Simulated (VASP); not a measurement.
# PbS (P-6m2) in VASP: a series of runs, part 2 of 2

VASP 6.6.1. Earlier steps stand in the parts before.

### Step 3. Vibrations by perturbation theory, PBEsol

Input file INCAR:

```
ALGO = Normal ; EDIFF = 1E-8
ENCUT = 520 ; GGA = PS
IBRION = 8 ; ISIF = 2
ISMEAR = -1 ; LASPH = True
LCHARG = False ; LREAL = False
LWAVE = False ; NELM = 80
NSW = 1 ; PREC = Accurate
SIGMA = 0.05
```

Input file KPOINTS:

```
k-points
0
Gamma
  6 6 5
```

Input file POSCAR:

```
PbS
1.0
    4.0896976867      0.0000000000      0.0000000000
   -2.0448488433      3.5417820905      0.0000000000
    0.0000000000      0.0000000000      3.7881670000
Pb S
1 1
Direct
    0.0000000000      0.0000000000      0.0000000000
    0.6666666667      0.3333333333      0.5000000000
```

Potentials or basis: VASP PAW PBE potentials, release 64 (Pb_d, S).

On the command line:

```
cat potpaw_PBE.64/Pb_d/POTCAR potpaw_PBE.64/S/POTCAR > POTCAR
mpirun -np 1 vasp_std > vasp.out
```

OUTCAR:

```text
EDIFF = 1E-8
   ENCUT = 520
   GGA = PS
   IBRION = 8
   ISIF = 2
   ISMEAR = -1
   LASPH = True
   LREAL = False
   NELM = 80
   NSW = 1
   PREC = Accurate

 ion  position               nearest neighbor table
   1  0.000  0.000  0.000-   2 3.03   2 3.03   2 3.03   2 3.03   2 3.03   2 3.03
   2  0.667  0.333  0.500-   1 3.03   1 3.03   1 3.03   1 3.03   1 3.03   1 3.03

  LATTYP: Found a hexagonal cell.
 ALAT       =     4.0896976867
 C/A-ratio  =     0.9262706660

  Lattice vectors:

 A1 = (   4.0896976867,   0.0000000000,   0.0000000000)
 A2 = (  -2.0448488433,   3.5417820905,   0.0000000000)
 A3 = (   0.0000000000,   0.0000000000,   3.7881670000)

Analysis of symmetry for initial positions (statically):
=====================================================================
 Subroutine PRICEL returns:
 Original cell was already a primitive cell.

[... 590 lines left out ...]

 INTERNAL STRAIN TENSOR  FOR ION    2  DIRECTION 3   (eV/Angst):
 -----------------------------------------------------------------------------
     0.03670  0.00000 -0.00000
     0.00000  0.03670  0.00000
    -0.00000 -0.00000 -0.06412

 INTERNAL STRAIN TENSOR FOR ION    2 for displacements in x,y,z  (eV/Angst):
          X           Y           Z          XY          YZ          ZX
  --------------------------------------------------------------------------------
  x     0.00000    -0.00000     0.00000     0.24243     0.00000     0.00000
  y     0.24243    -0.24243     0.00000    -0.00000     0.00000     0.00000
  z     0.00000     0.00000     0.00000     0.00000    -0.00000    -0.00000

 SECOND DERIVATIVES (NOT SYMMETRIZED)
 ------------------------------------
               1X          1Y          1Z          2X          2Y          2Z
  1X    -1.617528   -0.000000    0.000000    1.617528    0.000000    0.000000
  1Y    -0.000000   -1.617528    0.000000    0.000000    1.617528    0.000000
  1Z     0.000000    0.000000    1.136221    0.000000    0.000000   -1.136221
  2X     1.639393    0.000000    0.000000   -1.639393   -0.000000    0.000000
  2Y     0.000000    1.639393    0.000000   -0.000000   -1.639393    0.000000
  2Z     0.000000    0.000000   -1.127438    0.000000    0.000000    1.127438

 Eigenvectors and eigenvalues of the dynamical matrix
 ----------------------------------------------------

   1 f  =    3.795143 THz    23.845584 2PiTHz  126.592330 cm-1    15.695441 meV
             X         Y         Z           dx          dy          dz
      0.000000  0.000000  0.000000     0.205749    0.300231    0.000000
      2.044849  1.180594  1.894084    -0.526525   -0.768310    0.000000
[... 21 lines left out ...]
   6 f/i=    3.151717 THz    19.802822 2PiTHz  105.129964 cm-1    13.034448 meV
             X         Y         Z           dx          dy          dz
      0.000000  0.000000  0.000000    -0.000000   -0.000000   -0.367318
      2.044849  1.180594  1.894084     0.000000   -0.000000    0.930095

--------------------------------------------------------------------------------------------------------

 ELASTIC MODULI CONTR FROM IONIC RELAXATION (kBar)
 Direction    XX          YY          ZZ          XY          YZ          ZX
 --------------------------------------------------------------------------------
 XX          -1.3012      1.3012     -0.0000     -0.0000      0.0000      0.0000
 YY           1.3012     -1.3012     -0.0000     -0.0000      0.0000      0.0000
 ZZ          -0.0000     -0.0000     -0.0000     -0.0000      0.0000      0.0000
 XY          -0.0000     -0.0000     -0.0000     -1.3012      0.0000      0.0000
 YZ           0.0000      0.0000      0.0000      0.0000      0.0000      0.0000
 ZX           0.0000      0.0000      0.0000      0.0000      0.0000      0.0000
 --------------------------------------------------------------------------------
```

Wall time 7.4 min (1 thread of Intel Xeon 8259CL, shared host); peak memory 0.28 GiB.

Results:

```
Highest phonon frequency at Γ, LO-TO splitting left out : 127 cm⁻¹
Most unstable mode                                      : 105i cm⁻¹
```

Phonon frequencies in cm⁻¹ (negative: imaginary):
```tsv
q point	frequencies
(0.000, 0.000, 0.000)	-105 0 0 0 127 127
```

Caveat: the cell stands under pressure or tension, which shifts response properties; some modes are imaginary; the PAW data sets were made with another functional, which shifts forces and pressure a little; spin-orbit coupling is left out, which moves the levels of the heavy elements.

### Step 4. Elastic constants, PBEsol

Input file INCAR:

```
SYSTEM = PbS
PREC     = Accurate       ! precision mode
ENCUT    = 600            ! plane-wave cutoff, eV
EDIFF    = 1E-8           ! SCF threshold, eV
ISMEAR   = -1             ! smearing method
SIGMA    = 0.05           ! smearing width, eV
LREAL    = .FALSE.        ! projectors in reciprocal space
LASPH    = .TRUE.         ! aspherical terms in the spheres
NELM     = 100            ! most SCF steps
ALGO     = Normal         ! electronic algorithm
ISIF     = 3              ! what is computed and relaxed
LWAVE    = .FALSE.        ! write WAVECAR
LCHARG   = .FALSE.        ! write CHGCAR
GGA      = PS             ! functional
IBRION   = 6              ! ionic algorithm
NFREE    = 2            
POTIM    = 0.015          ! step
NSW      = 1              ! ionic steps
```

Input file KPOINTS:

```
regular mesh
0
G
  6 6 5
  0 0 0
```

POSCAR is that of step 3.

On the command line:

```
cat potpaw_PBE.64/Pb_d/POTCAR potpaw_PBE.64/S/POTCAR > POTCAR
mpirun -np 1 vasp_std > vasp.out
```

It took 15 min on 1 thread of Intel Xeon 8259CL, shared host; peak memory 0.29 GiB.

It converged, with:

- Voigt bulk modulus: 46 GPa
- Highest phonon frequency at Γ, LO-TO splitting left out: 127 cm⁻¹
- Most unstable mode: 105i cm⁻¹

Phonon frequencies in cm⁻¹ (negative: imaginary):
```tsv
q point	frequencies
(0.000, 0.000, 0.000)	-105 0 0 0 127 127
```

Elastic tensor in Voigt notation (GPa, in the Cartesian axes of the cell as first typed):
```
 51  38  28   0   0   0
 38  51  28   0   0   0
 28  28 121   0   0   0
  0   0   0  16   0   0
  0   0   0   0  16   0
  0   0   0   0   0   7
```

Clamped-ion elastic tensor (GPa):
```
 51  37  28   0   0   0
 37  51  28   0   0   0
 28  28 121   0   0   0
  0   0   0  16   0   0
  0   0   0   0  16   0
  0   0   0   0   0   7
```

Caveat: the cell is under stress, which shifts elastic constants; some modes are imaginary; the PAW data sets were made with another functional, which shifts forces and pressure a little; spin-orbit coupling is left out, which moves the levels of the heavy elements.
